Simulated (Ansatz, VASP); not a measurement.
## Two plane-wave programs on Ta

The input INCAR:

```
SYSTEM = Ta
PREC = Accurate
ENCUT = 520
EDIFF = 1E-7
ISMEAR = 0
SIGMA = 0.15
LREAL = .False.
LASPH = .True.
NELM = 60
ALGO = Fast
ISIF = 2
LWAVE = .False.
LCHARG = .False.
GGA = PE
NBANDS = 12
```

The input KPOINTS:

```
Automatic mesh
0
Gamma
  18 18 18
  0 0 0
```

The input POSCAR:

```
Ta
1.0
   -1.4769403763      1.6594835689      1.7839448366
    1.4769403763     -1.6594835689      1.7839448366
    1.4769403763      1.6594835689     -1.7839448366
Ta
1
Direct
    0.0000000000      0.0000000000      0.0000000000
```

Input for Ansatz:

```yaml
crystal:
  lattice:
    - [-1.4769403763, 1.6594835689, 1.7839448366]
    - [1.4769403763, -1.6594835689, 1.7839448366]
    - [1.4769403763, 1.6594835689, -1.7839448366]
  atoms:
    - { symbol: Ta, position: [0.0, 0.0, 0.0] }
basis:
  ecutwfc: 420
kpoints:
  mp_grid: { grid: [18, 18, 18] }
hamiltonian:
  xc: pbe
  pseudopotentials: { kind: paw, azcp: { folder: soft_1 } }
scf:
  occupations: { method: gaussian, width: 0.15 }
output:
  forces: true
  stress: true
  eigenvalues: true
```

Change from the starting cell: normal strain along x -0.1100, normal strain along z +0.0750.

Alike in both runs: task single point; functional PBE; k mesh 18 × 18 × 18; occupations gaussian, width 0.15 eV; no spin polarisation.

|  | VASP | Ansatz |
| --- | --- | --- |
| version | VASP 6.6.1 | Ansatz 0.2.0 |
| potentials or method | VASP PAW PBE potentials, release 64 (Ta_pv), cutoff 520 eV | scalar-relativistic, plane waves, PAW |
| valence electrons in the cell | 11 | 13 |

```csv
,VASP,Ansatz,Ansatz less VASP
gap on the k mesh at the Fermi level (eV),none,none,-
pressure (GPa),12.2,12.0,-0.17
"traceless stress, the component that is largest in VASP (GPa)",8.94,8.93,-0.010
```

A gap of «none» marks a metal or a gap that the smearing closes. With one functional, cell and mesh, what is left measures potentials, basis and numerics. VASP's potentials hold 11 valence electrons a cell and Ansatz's 13, so a difference there can come from the potentials and not from the codes.

Spin-orbit coupling is off throughout.
